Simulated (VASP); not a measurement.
# CuO (Cccm) in VASP: single point with PBE

Aim: the single point of CuO with PBE.

Everything below comes from runs of VASP 6.6.1. Logs are shortened: lines on timing, memory, paths and dates and some standing lists are left out, and cuts for length are marked.

## (1) The cell of the first run

The typed cell holds 4 atoms: a = 2.948 Å, b = 2.948 Å, c = 5.152 Å, α = 90.00°, β = 90.00°, γ = 89.98°.

## (2) Single point, PBE

POSCAR

```
CuO
1.0
    2.0788143348     -2.0844549630      0.1629453947
    2.0788136439      2.0844556295      0.1629456816
   -0.4026261498     -0.0000004202      5.1365927661
Cu O
2 2
Direct
    0.0000000000      0.5000000000      0.0000000000
    0.5000000000      0.0000000000      0.5000000000
    0.5000000000      0.5000000000      0.2500000000
    0.5000000000      0.5000000000      0.7500000000
```

INCAR.step1

```
SYSTEM = CuO
ALGO = Normal
EDIFF = 1E-6
ENCUT = 520
GGA = PE
GGA_COMPAT = .FALSE.
ISIF = 2
ISMEAR = 0
LASPH = .TRUE.
LCHARG = .TRUE.
LMAXMIX = 4
LORBIT = 11
LREAL = .FALSE.
LWAVE = .FALSE.
NBANDS = 25
NEDOS = 2001
NELM = 120
PREC = Accurate
SIGMA = 0.1
```

KPOINTS.step1

```
k-points
0
G
  14 14 8
  0 0 0
```

INCAR.step2

```
SYSTEM = CuO
ALGO = Normal
EDIFF = 1E-6
ENCUT = 520
GGA = PE
GGA_COMPAT = .FALSE.
ICHARG = 11
ISIF = 2
ISMEAR = -5
LASPH = .TRUE.
LCHARG = .FALSE.
LMAXMIX = 4
LORBIT = 11
LREAL = .FALSE.
LWAVE = .FALSE.
NBANDS = 25
NEDOS = 2001
NELM = 120
PREC = Accurate
SIGMA = 0.1
```

KPOINTS.step2

```
k-points
0
G
  21 21 12
  0 0 0
```

Potentials or basis: VASP PAW PBE potentials, release 64 (Cu, O).

The run is started by

```
cat potpaw_PBE.64/Cu/POTCAR potpaw_PBE.64/O/POTCAR > POTCAR
cp INCAR.step1 INCAR
cp KPOINTS.step1 KPOINTS
mpirun -np 1 vasp_std > vasp.out
cp INCAR.step2 INCAR
cp KPOINTS.step2 KPOINTS
mpirun -np 1 vasp_std > vasp.out
```

OUTCAR:

```text
SYSTEM = CuO
   EDIFF = 1E-6
   ENCUT = 520
   GGA = PE
   ICHARG = 11
   ISIF = 2
   ISMEAR = -5
   LASPH = .TRUE.
   LORBIT = 11
   LREAL = .FALSE.
   NELM = 120
   PREC = Accurate

 ion  position               nearest neighbor table
   1  0.000  0.500  0.000-   3 1.96   4 1.96   3 1.96   4 1.96
   2  0.500  0.000  0.500-   4 1.96   3 1.96   3 1.96   4 1.96
   3  0.500  0.500  0.250-   2 1.96   2 1.96   1 1.96   1 1.96
   4  0.500  0.500  0.750-   2 1.96   2 1.96   1 1.96   1 1.96

  LATTYP: Found a base centered orthorhombic cell.
 ALAT       =     4.1689105925
 B/A-ratio  =     1.0003526422
 C/A-ratio  =     1.2358980101

  Lattice vectors:

 A1 = (  -2.0788136439,  -2.0844556295,  -0.1629456816)
 A2 = (   2.0788143348,  -2.0844549630,   0.1629453947)
 A3 = (  -0.4026261498,  -0.0000004202,   5.1365927661)

Analysis of symmetry for initial positions (statically):
=====================================================================
 Subroutine PRICEL returns:
 Original cell was already a primitive cell.

 Routine SETGRP: Setting up the symmetry group for a
 base centered orthorhombic supercell.

 Subroutine GETGRP returns: Found  8 space group operations
 (whereof  4 operations were pure point group operations)
 out of a pool of  8 trial point group operations.

The static configuration has the point symmetry C_2h.
 The point group associated with its full space group is D_2h.

Analysis of symmetry for dynamics (positions and initial velocities):
=====================================================================
 Subroutine PRICEL returns:
 Original cell was already a primitive cell.

 Routine SETGRP: Setting up the symmetry group for a
 base centered orthorhombic supercell.

 Subroutine GETGRP returns: Found  8 space group operations
 (whereof  4 operations were pure point group operations)
 out of a pool of  8 trial point group operations.

The dynamic configuration has the point symmetry C_2h.
 The point group associated with its full space group is D_2h.

 Subroutine INISYM returns: Found  8 space group operations
 (whereof  4 operations are pure point group operations),
 and found     1 'primitive' translations

----------------------------------------------------------------------------------------

                                     Primitive cell

  volume of cell :      44.7892

  direct lattice vectors                    reciprocal lattice vectors
     2.078814335 -2.084454963  0.162945395     0.239053050 -0.239870781  0.018737890
     2.078813644  2.084455629  0.162945682     0.239052970  0.239870858  0.018737923
    -0.402626150 -0.000000420  5.136592766    -0.015166716 -0.000000016  0.193492755

  length of vectors
     2.948384767  2.948384767  5.152348306     0.339168779  0.339168779  0.194086258

  position of ions in fractional coordinates (direct lattice)
     1.000000000  0.500000000  0.000000000
     0.500000000  1.000000000  0.500000000
     0.500000000  0.500000000  0.250000000
     0.500000000  0.500000000  0.750000000

  ion indices of the primitive-cell ions
   primitive index   ion index
                 1           1
                 2           2
                 3           3
                 4           4

----------------------------------------------------------------------------------------

 KPOINTS: k-points

Automatic generation of k-mesh.
 Grid dimensions read from file:
 generate k-points for:   21   21   12

 Generating k-lattice:

  Cartesian coordinates                     Fractional coordinates (reciprocal lattice)
     0.011383479 -0.011422418  0.000892280     0.047619048 -0.000000000  0.000000000
     0.011383475  0.011422422  0.000892282    -0.000000000  0.047619048  0.000000000
    -0.001263893 -0.000000001  0.016124396     0.000000000  0.000000000  0.083333333

  Length of vectors
     0.016150894  0.016150894  0.016173855

  Shift w.r.t. Gamma in fractional coordinates (k-lattice)
     0.000000000  0.000000000  0.000000000

 TETIRR: Found   7938 inequivalent tetrahedra from    31752

 Subroutine IBZKPT returns following result:
 ===========================================

 Found    847 irreducible k-points:

 Following reciprocal coordinates:
            Coordinates               Weight
  0.000000  0.000000  0.000000      1.000000
  0.047619  0.000000  0.000000      4.000000
  0.095238  0.000000  0.000000      4.000000
  0.142857 -0.000000 -0.000000      4.000000
  0.190476  0.000000  0.000000      4.000000
  0.238095  0.000000 -0.000000      4.000000
[... 16 lines left out ...]
 -0.428571  0.047619  0.000000      4.000000
 -0.380952  0.047619  0.000000      4.000000
 [... further k-points ...]
   k-points           NKPTS =    847   k-points in BZ     NKDIM =    847   number of bands    NBANDS=     25
   number of dos      NEDOS =   2001   number of ions     NIONS =      4
   total plane-waves  NPLWV =  23040
   dimension x,y,z NGX =    24 NGY =   24 NGZ =   40
   dimension x,y,z NGXF=    48 NGYF=   48 NGZF=   80
   ions per type =               2   2
   NGX,Y,Z   is equivalent  to a cutoff of  13.53, 13.53, 12.91 a.u.
   NGXF,Y,Z  is equivalent  to a cutoff of  27.07, 27.07, 25.81 a.u.
 SYSTEM =  CuO
   PREC   = accura    normal or accurate (medium, high low for compatibility)
   ISTART =      0    job   : 0-new  1-cont  2-samecut
   ICHARG =     11    charge: 1-file 2-atom 10-const
   ISPIN  =      1    spin polarized calculation?
   LNONCOLLINEAR =      F non collinear calculations
   LSORBIT =      F    spin-orbit coupling
   LASPH  =      T    aspherical Exc in radial PAW
   ENCUT  =  520.0 eV  38.22 Ry    6.18 a.u.   5.48  5.48  9.58*2*pi/ulx,y,z
   NELM   =    120;   NELMIN=  2; NELMDL=  0     # of ELM steps
   EDIFF  = 0.1E-05   stopping-criterion for ELM
   LREAL  =      F    real-space projection
   EDIFFG = 0.1E-04   stopping-criterion for IOM
   NSW    =      0    number of steps for IOM
   IBRION =     -1    ionic relax: 0-MD 1-quasi-New 2-CG
   NFREE  =      0    steps in history (QN), initial steepest desc. (CG)
   ISIF   =      2    stress and relaxation
   ISYM   =      2    0-nonsym 1-usesym 2-fastsym
   POTIM  = 0.5000    time-step for ionic-motion
   TEBEG  =    0.0;   TEEND  =   0.0 temperature during run
   PSTRESS=    0.0 pullay stress
   NELECT =      34.0000    total number of electrons
   NUPDOWN=      -1.0000    fix difference up-down
   EMIN   =  10.00;   EMAX   =-10.00  energy-range for DOS
   EFERMI =   0.00;   METHOD = LEGACY
   ISMEAR =    -5;   SIGMA  =   0.10  broadening in eV -4-tet -1-fermi 0-gaus
   EFERMI_NEDOS =   21; number of points for ismear=-14 and -15
   IALGO  =     38    algorithm
   IMIX   =      4    mixing-type and parameters
     AMIX     =   0.40;   BMIX     =  1.00
     AMIX_MAG =   1.60;   BMIX_MAG =  1.00
  volume/ion in A,a.u.               =      11.20        75.56
  Fermi-wavevector in a.u.,A,eV,Ry     =   1.493402  2.822120 30.344374  2.230249
  Thomas-Fermi vector in A             =   2.605807
   LORBIT       =     11    0 simple, 1 ext, 2 COOP (PROOUT), +10 PAW based schemes
   GGA     = PE    functional components
   LHFCALC =     F    Hartree Fock is set to
   AEXX    =    0.0000 exact exchange contribution
   IVDW    =     0    specifies the selected vdW correction
   LEPSILON=     F    determine dielectric tensor
   LRPA    =     F    only Hartree local field effects (RPA)
 non-spin polarized calculation
 Fermi weights with tetrahedron method with Bloechl corrections
  energy-cutoff  :      520.00
  volume of cell :       44.79
 maximum number of plane-waves:      1236
 NGX is ok and might be reduce to    24

 number of electron      34.0000018 magnetization

 Free energy of the ion-electron system (eV)
  ---------------------------------------------------
  ext. energy  EPLUGINS =         0.00000000
  ---------------------------------------------------
  free energy    TOTEN  =       -19.73170140 eV

  energy without entropy =      -19.73170140  energy(sigma->0) =      -19.73170140

 E-fermi :   4.7759     XC(G=0): -11.2572

 val. band max:        4.8090296437   @ k =  -0.0476   0.0476   0.5000
 cond. band min:       4.7236992618   @ k =  -0.0952   0.0952   0.4167
 fundamental gap:     -0.0853303818
 Fermi energy:         4.7758648712

 k-point     1 :       0.0000    0.0000    0.0000
  band No.  band energies     occupation
      1     -14.9477      2.00000
      2     -13.6554      2.00000
      3      -3.2351      2.00000
      4      -0.5979      2.00000
      5      -0.5972      2.00000
      6       1.0879      2.00000
[... 17 lines left out ...]
     24      19.1803      0.00000
     25      19.4840      0.00000

 k-point     2 :       0.0476    0.0000    0.0000
  band No.  band energies     occupation
      1     -14.9361      2.00000
      2     -13.6519      2.00000
      3      -3.2143      2.00000
      4      -0.6086      2.00000
      5      -0.5915      2.00000
      6       0.9337      2.00000
[... 17 lines left out ...]
     24      19.2180      0.00000
     25      19.5001      0.00000

 k-point     3 :       0.0952    0.0000    0.0000
  band No.  band energies     occupation
      1     -14.9019      2.00000
      2     -13.6415      2.00000
      3      -3.1532      2.00000
      4      -0.6388      2.00000
      5      -0.5741      2.00000
      6       0.5765      2.00000
[... 552 lines left out ...]
 k-point    23 :      -0.4286    0.0476    0.0000
  band No.  band energies     occupation
      1     -14.3935      2.00000
      2     -13.4984      2.00000
      3      -2.2188      2.00000
      4      -2.0743      2.00000
      5      -0.7176      2.00000
      6      -0.3429      2.00000
[... 17 lines left out ...]
     24      17.4694      0.00000
     25      19.1322      0.00000

 k-point    24 :      -0.3810    0.0476    0.0000
  band No.  band energies     occupation
      1     -14.4454      2.00000
      2     -13.5121      2.00000
      3      -2.3123      2.00000
      4      -1.8758      2.00000
      5      -0.7472      2.00000
      6      -0.3648      2.00000
[... 17 lines left out ...]
     24      18.0569      0.00000
     25      19.1559      0.00000

 [... further k-points ...]

------------------------ aborting loop because EDIFF is reached ----------------------------------------

  FORCE on cell =-STRESS in cart. coord.  units (eV):
  Direction    XX          YY          ZZ          XY          YZ          ZX
  --------------------------------------------------------------------------------------
  -------------------------------------------------------------------------------------
  Total        0.1921327      0.1911330      0.2931992      0.0000000     -0.0000000     -0.0079710
  in kB        6.8728730      6.8371122     10.4881734      0.0000000     -0.0000003     -0.2851332
  external PRESSURE =       8.0660529 kB  Pullay stress =       0.0000000 kB

 VOLUME and BASIS-vectors are now :
 -----------------------------------------------------------------------------
  energy-cutoff  :      520.00
  volume of cell :       44.79
      direct lattice vectors                 reciprocal lattice vectors
     2.078814335 -2.084454963  0.162945395     0.239053050 -0.239870781  0.018737890
     2.078813644  2.084455629  0.162945682     0.239052970  0.239870858  0.018737923
    -0.402626150 -0.000000420  5.136592766    -0.015166716 -0.000000016  0.193492755

 POSITION                                       TOTAL-FORCE (eV/Angst)
 -----------------------------------------------------------------------------------
      1.03941      1.04223      0.08147         0.000000     -0.000000     -0.000000
      0.83809     -1.04223      2.64977         0.000000     -0.000000     -0.000000
      1.97816      0.00000      1.44709        -0.000000      0.000000     -0.000000
      1.77684      0.00000      4.01539         0.000000      0.000000      0.000000
 -----------------------------------------------------------------------------------
    total drift:                                0.000000      0.000000     -0.000000

  FREE ENERGIE OF THE ION-ELECTRON SYSTEM (eV)
  ---------------------------------------------------
  free  energy   TOTEN  =       -19.7317014023 eV

  energy  without entropy=      -19.7317014023  energy(sigma->0) =      -19.73170140

 total charge

# of ion       s       p       d       tot
------------------------------------------
    1        0.387   0.381   9.121   9.890
    2        0.387   0.381   9.121   9.890
    3        1.577   3.373   0.000   4.950
    4        1.577   3.373   0.000   4.950
--------------------------------------------------
tot          3.929   7.507  18.243  29.679
```

Run time: 19 min. Hardware: 1 thread of Oxide Virtual Turin-like, shared host; peak memory 0.78 GiB.

Results:

| Quantity | Value |
| --- | --- |
| Valence electrons inside the program's atomic spheres | Cu 9.89; O 4.95 |

Levels at points of the mesh, in eV from the Fermi level:
```csv
k point,band 13,band 14,band 15,band 16,band 17,band 18,band 19,band 20,band 21,band 22
"(0.00, 0.00, 0.00)",-2.39,-2.37,-2.28,-1.90,0.66,0.66,1.37,6.08,7.25,13.14
"(0.00, 0.00, 0.50)",-2.26,-2.26,-1.55,-1.55,0.10,0.10,3.44,3.44,11.60,11.60
```

Caveat: semilocal functionals often make such compounds metallic where correlation or magnetic order opens a gap, which also shifts bond lengths.
